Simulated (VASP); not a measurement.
# TaC in VASP: single point with PBE

Aim: the single point of TaC with PBE.

All numbers are computed with VASP 6.6.1; they aren't measurements. Logs are shortened: lines on timing, memory, paths and dates and some standing lists are left out, and cuts for length are marked.

## (1) The cell of the first run

The cell holds a slab with vacuum, 4 atoms: a = 3.164 Å, b = 3.164 Å, c = 17.238 Å, α = 90.00°, β = 90.00°, γ = 90.00°.

## (2) Single point, PBE (atoms taken out)

Input file INCAR:

```
ALGO = Normal
DIPOL = 0.5 0.5 0.500
EDIFF = 1E-6
ENCUT = 520
GGA = PE
IDIPOL = 3
ISIF = 2
ISMEAR = 0
LASPH = True
LCHARG = True
LDIPOL = True
LELF = True
LREAL = False
LVACPOTAV = True
LVHAR = True
LWAVE = False
NBANDS = 23
NELM = 80
PREC = Accurate
SIGMA = 0.1
```

Input file KPOINTS:

```
k-points
0
Gamma
  11 11 1
```

Input file POSCAR:

```
TaC
1.0
    3.1644852942      0.0000000000      0.0000000000
    0.0000000000      3.1644852942      0.0000000000
    0.0000000000      0.0000000000     17.2376290105
Ta C
2 2
Direct
    0.5000000000      0.5000000000      0.4350946407
    0.0000000000      0.0000000000      0.5649053593
    0.0000000000      0.0000000000      0.4350946407
    0.5000000000      0.5000000000      0.5649053593
```

Potentials or basis: VASP PAW PBE potentials, release 64 (Ta_pv, C).

On the command line:

```console
$ cat potpaw_PBE.64/Ta_pv/POTCAR potpaw_PBE.64/C/POTCAR > POTCAR
$ mpirun -np 1 vasp_std > vasp.out
```

OUTCAR:

```text
EDIFF = 1E-6
   ENCUT = 520
   GGA = PE
   ISIF = 2
   ISMEAR = 0
   LASPH = True
   LREAL = False
   NELM = 80
   PREC = Accurate

 ion  position               nearest neighbor table
   1  0.500  0.500  0.435-   4 2.24   3 2.24   3 2.24   3 2.24   3 2.24   2 3.16   2 3.16   2 3.16
                             2 3.16
   2  0.000  0.000  0.565-   3 2.24   4 2.24   4 2.24   4 2.24   4 2.24   1 3.16   1 3.16   1 3.16
                             1 3.16
   3  0.000  0.000  0.435-   2 2.24   1 2.24   1 2.24   1 2.24   1 2.24
   4  0.500  0.500  0.565-   1 2.24   2 2.24   2 2.24   2 2.24   2 2.24

  LATTYP: Found a simple tetragonal cell.
 ALAT       =     3.1644852942
 C/A-ratio  =     5.4472141306

  Lattice vectors:

 A1 = (   3.1644852942,   0.0000000000,   0.0000000000)
 A2 = (   0.0000000000,   3.1644852942,   0.0000000000)
 A3 = (   0.0000000000,   0.0000000000,  17.2376290105)

Analysis of symmetry for initial positions (statically):
=====================================================================
 Subroutine PRICEL returns:
 Original cell was already a primitive cell.

 Routine SETGRP: Setting up the symmetry group for a
 simple tetragonal supercell.

 Subroutine GETGRP returns: Found 16 space group operations
 (whereof  8 operations were pure point group operations)
 out of a pool of 16 trial point group operations.

The static configuration has the point symmetry C_4v.
 The point group associated with its full space group is D_4h.

Analysis of symmetry for dynamics (positions and initial velocities):
=====================================================================
 Subroutine PRICEL returns:
 Original cell was already a primitive cell.

 Routine SETGRP: Setting up the symmetry group for a
 simple tetragonal supercell.

 Subroutine GETGRP returns: Found 16 space group operations
 (whereof  8 operations were pure point group operations)
 out of a pool of 16 trial point group operations.

The dynamic configuration has the point symmetry C_4v.
 The point group associated with its full space group is D_4h.

 Subroutine INISYM returns: Found 16 space group operations
 (whereof  8 operations are pure point group operations),
 and found     1 'primitive' translations

----------------------------------------------------------------------------------------

                                     Primitive cell

  volume of cell :     172.6171

  direct lattice vectors                    reciprocal lattice vectors
     3.164485294  0.000000000  0.000000000     0.316007157  0.000000000  0.000000000
     0.000000000  3.164485294  0.000000000     0.000000000  0.316007157  0.000000000
     0.000000000  0.000000000 17.237629011     0.000000000  0.000000000  0.058012619

  length of vectors
     3.164485294  3.164485294 17.237629011     0.316007157  0.316007157  0.058012619

  position of ions in fractional coordinates (direct lattice)
     0.500000000  0.500000000  0.435094641
     0.000000000  0.000000000  0.564905359
     0.000000000  0.000000000  0.435094641
     0.500000000  0.500000000  0.564905359

  ion indices of the primitive-cell ions
   primitive index   ion index
                 1           1
                 2           2
                 3           3
                 4           4

----------------------------------------------------------------------------------------

 KPOINTS: k-points

Automatic generation of k-mesh.
 Grid dimensions read from file:
 generate k-points for:   11   11    1

 Generating k-lattice:

  Cartesian coordinates                     Fractional coordinates (reciprocal lattice)
     0.028727923  0.000000000  0.000000000     0.090909091  0.000000000  0.000000000
     0.000000000  0.028727923  0.000000000     0.000000000  0.090909091  0.000000000
     0.000000000  0.000000000  0.058012619     0.000000000  0.000000000  1.000000000

  Length of vectors
     0.028727923  0.028727923  0.058012619

  Shift w.r.t. Gamma in fractional coordinates (k-lattice)
     0.000000000  0.000000000  0.000000000

 Subroutine IBZKPT returns following result:
 ===========================================

 Found     21 irreducible k-points:

 Following reciprocal coordinates:
            Coordinates               Weight
  0.000000  0.000000  0.000000      1.000000
  0.090909  0.000000  0.000000      4.000000
  0.181818  0.000000  0.000000      4.000000
  0.272727  0.000000  0.000000      4.000000
  0.363636  0.000000  0.000000      4.000000
  0.454545  0.000000  0.000000      4.000000
[... 13 lines left out ...]
  0.454545  0.363636  0.000000      8.000000
  0.454545  0.454545  0.000000      4.000000
   k-points           NKPTS =     21   k-points in BZ     NKDIM =     21   number of bands    NBANDS=     23
   number of dos      NEDOS =    301   number of ions     NIONS =      4
   total plane-waves  NPLWV =  73728
   dimension x,y,z NGX =    24 NGY =   24 NGZ =  128
   dimension x,y,z NGXF=    48 NGYF=   48 NGZF=  256
   ions per type =               2   2
   NGX,Y,Z   is equivalent  to a cutoff of  12.61, 12.61, 12.34 a.u.
   NGXF,Y,Z  is equivalent  to a cutoff of  25.22, 25.22, 24.69 a.u.
 SYSTEM =  unknown system
   PREC   = accura    normal or accurate (medium, high low for compatibility)
   ISTART =      0    job   : 0-new  1-cont  2-samecut
   ICHARG =      2    charge: 1-file 2-atom 10-const
   ISPIN  =      1    spin polarized calculation?
   LNONCOLLINEAR =      F non collinear calculations
   LSORBIT =      F    spin-orbit coupling
   LASPH  =      T    aspherical Exc in radial PAW
   ENCUT  =  520.0 eV  38.22 Ry    6.18 a.u.   5.88  5.88 32.05*2*pi/ulx,y,z
   NELM   =     80;   NELMIN=  2; NELMDL= -5     # of ELM steps
   EDIFF  = 0.1E-05   stopping-criterion for ELM
   LREAL  =      F    real-space projection
   EDIFFG = 0.1E-04   stopping-criterion for IOM
   NSW    =      0    number of steps for IOM
   IBRION =     -1    ionic relax: 0-MD 1-quasi-New 2-CG
   NFREE  =      0    steps in history (QN), initial steepest desc. (CG)
   ISIF   =      2    stress and relaxation
   ISYM   =      2    0-nonsym 1-usesym 2-fastsym
   POTIM  = 0.5000    time-step for ionic-motion
   TEBEG  =    0.0;   TEEND  =   0.0 temperature during run
   PSTRESS=    0.0 pullay stress
   NELECT =      30.0000    total number of electrons
   NUPDOWN=      -1.0000    fix difference up-down
   EMIN   =  10.00;   EMAX   =-10.00  energy-range for DOS
   EFERMI =   0.00;   METHOD = LEGACY
   ISMEAR =     0;   SIGMA  =   0.10  broadening in eV -4-tet -1-fermi 0-gaus
   EFERMI_NEDOS =   21; number of points for ismear=-14 and -15
   IALGO  =     38    algorithm
   IMIX   =      4    mixing-type and parameters
     AMIX     =   0.40;   BMIX     =  1.00
     AMIX_MAG =   1.60;   BMIX_MAG =  1.00
  volume/ion in A,a.u.               =      43.15       291.22
  Fermi-wavevector in a.u.,A,eV,Ry     =   0.913596  1.726445 11.356198  0.834657
  Thomas-Fermi vector in A             =   2.038125
   LORBIT       =      0    0 simple, 1 ext, 2 COOP (PROOUT), +10 PAW based schemes
   GGA     = PE    functional components
   LHFCALC =     F    Hartree Fock is set to
   AEXX    =    0.0000 exact exchange contribution
   IVDW    =     0    specifies the selected vdW correction
   LEPSILON=     F    determine dielectric tensor
   LRPA    =     F    only Hartree local field effects (RPA)
 non-spin polarized calculation
 Gauss-broadening in eV      SIGMA  =   0.10
  energy-cutoff  :      520.00
  volume of cell :      172.62
 maximum number of plane-waves:      4684
 NGX is ok and might be reduce to    24
   NGX = 11   NGY = 11   NGZ = 65

 dipolmoment           0.000000      0.000000      0.000000 electrons x Angstroem

 number of electron      29.9999996 magnetization

 dipolmoment           0.000000      0.000000     -0.000000 electrons x Angstroem

 Free energy of the ion-electron system (eV)
  ---------------------------------------------------
  ext. energy  EPLUGINS =         0.00000000
  ---------------------------------------------------
  free energy    TOTEN  =       -42.02748153 eV

  energy without entropy =      -42.01663091  energy(sigma->0) =      -42.02205622

 E-fermi :  -0.5036     XC(G=0):  -4.6236

 val. band max:       -0.6039215293   @ k =   0.3636   0.3636   0.0000
 cond. band min:      -0.4988245199   @ k =   0.4545   0.1818   0.0000
 fundamental gap:      0.1050970094
 Fermi energy:        -0.5036351936

 k-point     1 :       0.0000    0.0000    0.0000
  band No.  band energies     occupation
      1     -35.8923      2.00000
      2     -35.5968      2.00000
      3     -35.4491      2.00000
      4     -35.4491      2.00000
      5     -35.3327      2.00000
      6     -35.3327      2.00000
[... 15 lines left out ...]
     22       2.0848      0.00000
     23       2.6591      0.00000

 k-point     2 :       0.0909    0.0000    0.0000
  band No.  band energies     occupation
      1     -35.8870      2.00000
      2     -35.6114      2.00000
      3     -35.4636      2.00000
      4     -35.4432      2.00000
      5     -35.3605      2.00000
      6     -35.3315      2.00000
[... 15 lines left out ...]
     22       2.7914      0.00000
     23       2.9986      0.00000

 k-point     3 :       0.1818    0.0000    0.0000
  band No.  band energies     occupation
      1     -35.8737      2.00000
      2     -35.6591      2.00000
      3     -35.4942      2.00000
      4     -35.4323      2.00000
      5     -35.4270      2.00000
      6     -35.3289      2.00000
[... 15 lines left out ...]
     22       3.0801      0.00000
     23       3.2609      0.00000
[... 417 lines left out ...]
 k-point    20 :       0.4545    0.3636    0.0000
  band No.  band energies     occupation
      1     -35.7817      2.00000
      2     -35.7642      2.00000
      3     -35.6790      2.00000
      4     -35.6579      2.00000
      5     -35.5637      2.00000
      6     -35.5558      2.00000
[... 15 lines left out ...]
     22       3.9422      0.00000
     23       5.7814      0.00000

 k-point    21 :       0.4545    0.4545    0.0000
  band No.  band energies     occupation
      1     -35.7740      2.00000
      2     -35.7663      2.00000
      3     -35.6879      2.00000
      4     -35.6768      2.00000
      5     -35.5882      2.00000
      6     -35.5834      2.00000
[... 15 lines left out ...]
     22       4.0065      0.00000
     23       5.6048      0.00000

------------------------ aborting loop because EDIFF is reached ----------------------------------------

  FORCE on cell =-STRESS in cart. coord.  units (eV):
  Direction    XX          YY          ZZ          XY          YZ          ZX
  --------------------------------------------------------------------------------------
  -------------------------------------------------------------------------------------
  Total       -6.3523273     -6.3523273     -4.4623481      0.0000000      0.0000000      0.0000000
  in kB      -58.9603093    -58.9603093    -41.4181156      0.0000000      0.0000000      0.0000000
  external PRESSURE =     -53.1129114 kB  Pullay stress =       0.0000000 kB

 VOLUME and BASIS-vectors are now :
 -----------------------------------------------------------------------------
  energy-cutoff  :      520.00
  volume of cell :      172.62
      direct lattice vectors                 reciprocal lattice vectors
     3.164485294  0.000000000  0.000000000     0.316007157  0.000000000  0.000000000
     0.000000000  3.164485294  0.000000000     0.000000000  0.316007157  0.000000000
     0.000000000  0.000000000 17.237629011     0.000000000  0.000000000  0.058012619

 POSITION                                       TOTAL-FORCE (eV/Angst)
 -----------------------------------------------------------------------------------
      1.58224      1.58224      7.50000         0.000000      0.000000      2.218463
      0.00000      0.00000      9.73763         0.000000     -0.000000     -2.218463
      0.00000      0.00000      7.50000         0.000000      0.000000     -0.232878
      1.58224      1.58224      9.73763         0.000000     -0.000000      0.232878
 -----------------------------------------------------------------------------------
    total drift:                                0.000000      0.000000     -0.000000

  FREE ENERGIE OF THE ION-ELECTRON SYSTEM (eV)
  ---------------------------------------------------
  free  energy   TOTEN  =       -42.0274815338 eV

  energy  without entropy=      -42.0166309078  energy(sigma->0) =      -42.02205622

 vacuum level on the upper side and lower side of the slab         3.027         3.027
```

It took 2.6 min on 1 thread of Intel Xeon 8259CL, shared host; peak memory 0.29 GiB.

What came out:

| Quantity | Value |
| --- | --- |
| Free energy | -42.0275 eV |
| Largest force | 2.218 eV/Å |
| Band gap on the k mesh | zero (bands 15 and 16 overlap by 2.24 eV) |

Forces in eV/Å, atoms in the order of the input:
```
Ta   0.000  0.000  2.218
Ta   0.000  0.000 -2.218
C    0.000  0.000 -0.233
C    0.000  0.000  0.233
```

Caveat: the cell differs from its parent crystal (atoms taken out); spin-orbit coupling is left out, which moves the levels of the heavy elements.
